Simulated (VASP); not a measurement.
Runs of VASP 6.6.1 on Pt. The structure is that of space group I4/mmm (No. 139), or close to it. The cells are those of the table. 

| cell | gap on the mesh (eV) | pressure (GPa) |
| --- | --- | --- |
| a = 2.892 Å, angles 107.5, 107.5, 113.6°, 1 atom | none | -24.8 |
| a = 2.673 Å, angles 107.3, 107.3, 113.9°, 1 atom | none | 22.3 |
| a = 2.709 Å, angles 111.7, 111.7, 105.1°, 1 atom | none | 9.1 |
| a = 2.679 Å, angles 114.1, 114.1, 100.6°, 1 atom | none | (a) |
| a = 2.600 Å, angles 111.8, 111.8, 104.9°, 1 atom | none | 58.8 |
| a = 2.639 Å, angles 112.9, 112.9, 102.7°, 1 atom | none | (b) |

Alike in all rows: task single point; level PBE; potentials or basis VASP PAW PBE potentials, release 64 (Pt); no spin polarisation; k mesh 22 × 22 × 22; cutoff (eV) 520; smearing gaussian 0.15 eV.

Question: Fill in the values left out.

Answer: (a) 23.7; (b) 39.4.

Caveats: spin-orbit coupling is left out, which moves the levels of the heavy elements.

A k mesh can miss the band edges, and the runs leave out spin-orbit coupling on Pt.

A gap of «none» marks levels without a gap at the run's occupations.
